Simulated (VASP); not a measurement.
# WSe2 (WSe2 (P6_3/mmc)) in VASP: single point with PBE

Aim: the single point of WSe2 (WSe2 (P6_3/mmc)) with PBE.

Everything below comes from runs of VASP 6.6.1. Logs are shortened: lines on timing, memory, paths and dates and some standing lists are left out, and cuts for length are marked.

**1. The cell of the first run**

The typed cell holds 6 atoms: a = 3.250 Å, b = 3.250 Å, c = 12.826 Å, α = 90.00°, β = 90.00°, γ = 120.00°.

**2. Single point, PBE**

File INCAR:

```
ALGO = Normal
EDIFF = 1E-6
ENCUT = 500
GGA = PE
GGA_COMPAT = F
ISIF = 2
ISMEAR = -1
LASPH = T
LCHARG = T
LELF = T
LREAL = F
LVHAR = T
LWAVE = F
NBANDS = 35
NELM = 120
PREC = Accurate
SIGMA = 0.01
```

File KPOINTS:

```
Automatic mesh
0
Gamma
  3 3 1
  0.25 0.25 0.25
```

File POSCAR:

```
WSe2
1.0
    3.2499273800      0.0000000267      0.0000000000
   -1.6249637167      2.8145196600      0.0000000000
    0.0000000000      0.0000000000     12.8261208300
W Se
2 4
Direct
    0.6659679265      0.3340320735      0.7500000000
    0.3340320735      0.6659679265      0.2500000000
    0.3338371764      0.6659531388      0.8825710130
    0.6659531388      0.3338371764      0.3825710130
    0.3340468612      0.6661628236      0.6174289870
    0.6661628236      0.3340468612      0.1174289870
```

Potentials or basis: VASP PAW PBE potentials, release 64 (W_sv, Se).

On the command line:

```
$ cat potpaw_PBE.64/W_sv/POTCAR potpaw_PBE.64/Se/POTCAR > POTCAR
$ mpirun -np 1 vasp_std > vasp.out
```

OUTCAR:

```text
EDIFF = 1E-6
   ENCUT = 500
   GGA = PE
   ISIF = 2
   ISMEAR = -1
   LASPH = T
   LREAL = F
   NELM = 120
   PREC = Accurate

 ion  position               nearest neighbor table
   1  0.666  0.334  0.750-   3 2.53   5 2.53   3 2.53   5 2.53   5 2.54   3 2.54
   2  0.334  0.666  0.250-   6 2.53   4 2.53   6 2.53   4 2.53   4 2.54   6 2.54
   3  0.334  0.666  0.883-   1 2.53   1 2.53   1 2.54
   4  0.666  0.334  0.383-   2 2.53   2 2.53   2 2.54
   5  0.334  0.666  0.617-   1 2.53   1 2.53   1 2.54
   6  0.666  0.334  0.117-   2 2.53   2 2.53   2 2.54

  LATTYP: Found a hexagonal cell.
 ALAT       =     3.2499273800
 C/A-ratio  =     3.9465869019

  Lattice vectors:

 A1 = (   3.2499273800,   0.0000000267,   0.0000000000)
 A2 = (  -1.6249637167,   2.8145196600,   0.0000000000)
 A3 = (   0.0000000000,   0.0000000000,  12.8261208300)

Analysis of symmetry for initial positions (statically):
=====================================================================
 Subroutine PRICEL returns:
 Original cell was already a primitive cell.

 Routine SETGRP: Setting up the symmetry group for a
 hexagonal supercell.

 Subroutine GETGRP returns: Found  4 space group operations
 (whereof  2 operations were pure point group operations)
 out of a pool of 24 trial point group operations.

The static configuration has the point symmetry S_2 .
 The point group associated with its full space group is C_2h.

Analysis of symmetry for dynamics (positions and initial velocities):
=====================================================================
 Subroutine PRICEL returns:
 Original cell was already a primitive cell.

 Routine SETGRP: Setting up the symmetry group for a
 hexagonal supercell.

 Subroutine GETGRP returns: Found  4 space group operations
 (whereof  2 operations were pure point group operations)
 out of a pool of 24 trial point group operations.

The dynamic configuration has the point symmetry S_2 .
 The point group associated with its full space group is C_2h.

 Subroutine INISYM returns: Found  4 space group operations
 (whereof  2 operations are pure point group operations),
 and found     1 'primitive' translations

----------------------------------------------------------------------------------------

                                     Primitive cell

  volume of cell :     117.3203

  direct lattice vectors                    reciprocal lattice vectors
     3.249927380  0.000000027  0.000000000     0.307699182  0.177650209  0.000000000
    -1.624963717  2.814519660  0.000000000    -0.000000003  0.355300412  0.000000000
     0.000000000  0.000000000 12.826120830     0.000000000  0.000000000  0.077965896

  length of vectors
     3.249927380  3.249927383 12.826120830     0.355300413  0.355300412  0.077965896

  position of ions in fractional coordinates (direct lattice)
     0.665967927  0.334032073  0.750000000
     0.334032073  0.665967927  0.250000000
     0.333837176  0.665953139  0.882571013
     0.665953139  0.333837176  0.382571013
     0.334046861  0.666162824  0.617428987
     0.666162824  0.334046861  0.117428987

  ion indices of the primitive-cell ions
   primitive index   ion index
                 1           1
                 2           2
                 3           3
                 4           4
                 5           5
                 6           6

----------------------------------------------------------------------------------------

 KPOINTS: Automatic mesh

Automatic generation of k-mesh.
 Grid dimensions read from file:
 generate k-points for:    3    3    1

 Generating k-lattice:

  Cartesian coordinates                     Fractional coordinates (reciprocal lattice)
     0.102566394  0.059216736  0.000000000     0.333333333  0.000000000  0.000000000
    -0.000000001  0.118433471  0.000000000     0.000000000  0.333333333  0.000000000
     0.000000000  0.000000000  0.077965896     0.000000000  0.000000000  1.000000000

  Length of vectors
     0.118433471  0.118433471  0.077965896

  Shift w.r.t. Gamma in fractional coordinates (k-lattice)
     0.250000000  0.250000000  0.250000000

 Subroutine IBZKPT returns following result:
 ===========================================

 Found     30 irreducible k-points:

 Following reciprocal coordinates:
            Coordinates               Weight
  0.083333  0.083333  0.250000      2.000000
 -0.083333  0.166667  0.250000      4.000000
 -0.166667  0.083333  0.250000      4.000000
 -0.083333 -0.083333  0.250000      2.000000
  0.416667  0.083333  0.250000      4.000000
 -0.083333  0.500000  0.250000      4.000000
[... 16 lines left out ...]
 -0.166667 -0.250000  0.250000      4.000000
  0.250000 -0.416667  0.250000      4.000000
 [... further k-points ...]
   k-points           NKPTS =     30   k-points in BZ     NKDIM =     30   number of bands    NBANDS=     35
   number of dos      NEDOS =    301   number of ions     NIONS =      6
   total plane-waves  NPLWV =  55296
   dimension x,y,z NGX =    24 NGY =   24 NGZ =   96
   dimension x,y,z NGXF=    48 NGYF=   48 NGZF=  192
   ions per type =               2   4
   NGX,Y,Z   is equivalent  to a cutoff of  12.28, 12.28, 12.44 a.u.
   NGXF,Y,Z  is equivalent  to a cutoff of  24.55, 24.55, 24.89 a.u.
 SYSTEM =  unknown system
   PREC   = accura    normal or accurate (medium, high low for compatibility)
   ISTART =      0    job   : 0-new  1-cont  2-samecut
   ICHARG =      2    charge: 1-file 2-atom 10-const
   ISPIN  =      1    spin polarized calculation?
   LNONCOLLINEAR =      F non collinear calculations
   LSORBIT =      F    spin-orbit coupling
   LASPH  =      T    aspherical Exc in radial PAW
   ENCUT  =  500.0 eV  36.75 Ry    6.06 a.u.   5.93  5.93 23.38*2*pi/ulx,y,z
   NELM   =    120;   NELMIN=  2; NELMDL= -5     # of ELM steps
   EDIFF  = 0.1E-05   stopping-criterion for ELM
   LREAL  =      F    real-space projection
   EDIFFG = 0.1E-04   stopping-criterion for IOM
   NSW    =      0    number of steps for IOM
   IBRION =     -1    ionic relax: 0-MD 1-quasi-New 2-CG
   NFREE  =      0    steps in history (QN), initial steepest desc. (CG)
   ISIF   =      2    stress and relaxation
   ISYM   =      2    0-nonsym 1-usesym 2-fastsym
   POTIM  = 0.5000    time-step for ionic-motion
   TEBEG  =    0.0;   TEEND  =   0.0 temperature during run
   PSTRESS=    0.0 pullay stress
   NELECT =      52.0000    total number of electrons
   NUPDOWN=      -1.0000    fix difference up-down
   EMIN   =  10.00;   EMAX   =-10.00  energy-range for DOS
   EFERMI =   0.00;   METHOD = LEGACY
   ISMEAR =    -1;   SIGMA  =   0.01  broadening in eV -4-tet -1-fermi 0-gaus
   EFERMI_NEDOS =   21; number of points for ismear=-14 and -15
   IALGO  =     38    algorithm
   IMIX   =      4    mixing-type and parameters
     AMIX     =   0.40;   BMIX     =  1.00
     AMIX_MAG =   1.60;   BMIX_MAG =  1.00
  volume/ion in A,a.u.               =      19.55       131.95
  Fermi-wavevector in a.u.,A,eV,Ry     =   1.248202  2.358760 21.197987  1.558008
  Thomas-Fermi vector in A             =   2.382299
   LORBIT       =      0    0 simple, 1 ext, 2 COOP (PROOUT), +10 PAW based schemes
   GGA     = PE    functional components
   LHFCALC =     F    Hartree Fock is set to
   AEXX    =    0.0000 exact exchange contribution
   IVDW    =     0    specifies the selected vdW correction
   LEPSILON=     F    determine dielectric tensor
   LRPA    =     F    only Hartree local field effects (RPA)
 non-spin polarized calculation
  energy-cutoff  :      500.00
  volume of cell :      117.32
 maximum number of plane-waves:      2991
   NGX = 11   NGY = 11   NGZ = 47

 number of electron      51.9999999 magnetization

 Free energy of the ion-electron system (eV)
  ---------------------------------------------------
  ext. energy  EPLUGINS =         0.00000000
  ---------------------------------------------------
  free energy    TOTEN  =       -43.05355618 eV

  energy without entropy =      -43.05355618  energy(sigma->0) =      -43.05355618

 E-fermi :   6.4853     XC(G=0): -10.9830

 val. band max:        6.0951703537   @ k =  -0.0833  -0.0833   0.2500
 cond. band min:       7.7532376094   @ k =   0.1667   0.2500   0.2500
 fundamental gap:      1.6580672557
 Fermi energy:         6.4852816671

 k-point     1 :       0.0833    0.0833    0.2500
  band No.  band energies     occupation
      1     -67.6726      2.00000
      2     -67.6726      2.00000
      3     -31.9165      2.00000
      4     -31.9165      2.00000
      5     -31.8286      2.00000
      6     -31.8286      2.00000
[... 27 lines left out ...]
     34      10.0288      0.00000
     35      12.8595      0.00000

 k-point     2 :      -0.0833    0.1667    0.2500
  band No.  band energies     occupation
      1     -67.6726      2.00000
      2     -67.6726      2.00000
      3     -31.9164      2.00000
      4     -31.9164      2.00000
      5     -31.8300      2.00000
      6     -31.8300      2.00000
[... 27 lines left out ...]
     34       9.9949      0.00000
     35      12.8549      0.00000

 k-point     3 :      -0.1667    0.0833    0.2500
  band No.  band energies     occupation
      1     -67.6726      2.00000
      2     -67.6726      2.00000
      3     -31.9164      2.00000
      4     -31.9164      2.00000
      5     -31.8300      2.00000
      6     -31.8300      2.00000
[... 27 lines left out ...]
     34       9.9948      0.00000
     35      12.8552      0.00000
[... 723 lines left out ...]
 k-point    23 :      -0.1667   -0.2500    0.2500
  band No.  band energies     occupation
      1     -67.6646      2.00000
      2     -67.6646      2.00000
      3     -31.9748      2.00000
      4     -31.9748      2.00000
      5     -31.8837      2.00000
      6     -31.8837      2.00000
[... 27 lines left out ...]
     34      11.2320      0.00000
     35      12.5526      0.00000

 k-point    24 :       0.2500   -0.4167    0.2500
  band No.  band energies     occupation
      1     -67.6646      2.00000
      2     -67.6646      2.00000
      3     -31.9767      2.00000
      4     -31.9767      2.00000
      5     -31.8835      2.00000
      6     -31.8835      2.00000
[... 27 lines left out ...]
     34      11.2732      0.00000
     35      12.5407      0.00000

 [... further k-points ...]
[... 5 lines left out ...]
  --------------------------------------------------------------------------------------
  -------------------------------------------------------------------------------------
  Total        4.3078768      4.1967184      3.2467524     -0.0962660      0.0157425      0.0090889
  in kB       58.8302356     57.3122079     44.3390600     -1.3146506      0.2149865      0.1241222
  external PRESSURE =      53.4938345 kB  Pullay stress =       0.0000000 kB

 VOLUME and BASIS-vectors are now :
 -----------------------------------------------------------------------------
  energy-cutoff  :      500.00
  volume of cell :      117.32
      direct lattice vectors                 reciprocal lattice vectors
     3.249927380  0.000000027  0.000000000     0.307699182  0.177650209  0.000000000
    -1.624963717  2.814519660  0.000000000    -0.000000003  0.355300412  0.000000000
     0.000000000  0.000000000 12.826120830     0.000000000  0.000000000  0.077965896

 POSITION                                       TOTAL-FORCE (eV/Angst)
 -----------------------------------------------------------------------------------
      1.62156      0.94014      9.61959         0.113864     -0.065739      0.000000
      0.00341      1.87438      3.20653        -0.113864      0.065739     -0.000000
      0.00280      1.87434     11.31996        -0.055551      0.035419      0.075401
      1.62183      0.93959      4.90690         0.058449     -0.030399      0.075401
      0.00314      1.87493      7.91922        -0.058449      0.030399     -0.075401
      1.62217      0.94018      1.50616         0.055551     -0.035419     -0.075401
 -----------------------------------------------------------------------------------
    total drift:                                0.000000     -0.000000      0.000000

  FREE ENERGIE OF THE ION-ELECTRON SYSTEM (eV)
  ---------------------------------------------------
  free  energy   TOTEN  =       -43.0535561821 eV

  energy  without entropy=      -43.0535561821  energy(sigma->0) =      -43.05355618
```

It took 65 s on 1 thread of Intel Xeon 6975P-C (Granite Rapids), shared host; peak memory 0.27 GiB.

What came out:

```
Free energy            : -43.0536 eV
Pressure               : 5.3 GPa
Largest force          : 0.131 eV/Å
Band gap on the k mesh : 1.66 eV, indirect (least direct gap 2.05 eV)
```

Forces on the atoms (eV/Å):
```
W    0.114 -0.066  0.000
W   -0.114  0.066  0.000
Se  -0.056  0.035  0.075
Se   0.058 -0.030  0.075
Se  -0.058  0.030 -0.075
Se   0.056 -0.035 -0.075
```

Caveat: the k points lie up to 0.74 Å⁻¹ apart; spin-orbit coupling is left out, which moves the levels of the heavy elements.
